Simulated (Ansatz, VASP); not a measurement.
Two plane-wave programs on KBr

```xyz
2
Lattice="0.0000 3.3861 3.2822 3.3861 0.0000 3.2822 3.3861 3.3861 0.0000" Properties=species:S:1:pos:R:3 pbc="T T T"
K     0.0000    0.0000    0.0000
Br    3.3861    3.3861    3.2822
```

Change from the starting cell: epitaxial_xy strain +2.5%.

Alike in both runs: task single point; functional PBE; k mesh 6 × 6 × 6; occupations fermi-dirac, width 0.02 eV; no spin polarisation.

```csv
,VASP,Ansatz
version,VASP 6.6.1,Ansatz 0.2.0
potentials or method,"VASP PAW PBE potentials, release 64 (K_sv, Br)","plane waves, PAW"
plane-wave cutoff (eV),520,420
valence electrons in the cell,16,16
```

Ansatz gave:

```
gap on the k mesh at the Fermi level (eV)                     : 4.31
pressure (GPa)                                                : 0.1
traceless stress, the component that is largest in VASP (GPa) : 0.57
```

Q: Estimate VASP's values.

A: gap on the k mesh at the Fermi level (eV): 4.31; pressure (GPa): 0.1; traceless stress, the component that is largest in VASP (GPa): 0.58.

With one functional, cell and mesh, what is left measures potentials, basis and numerics.
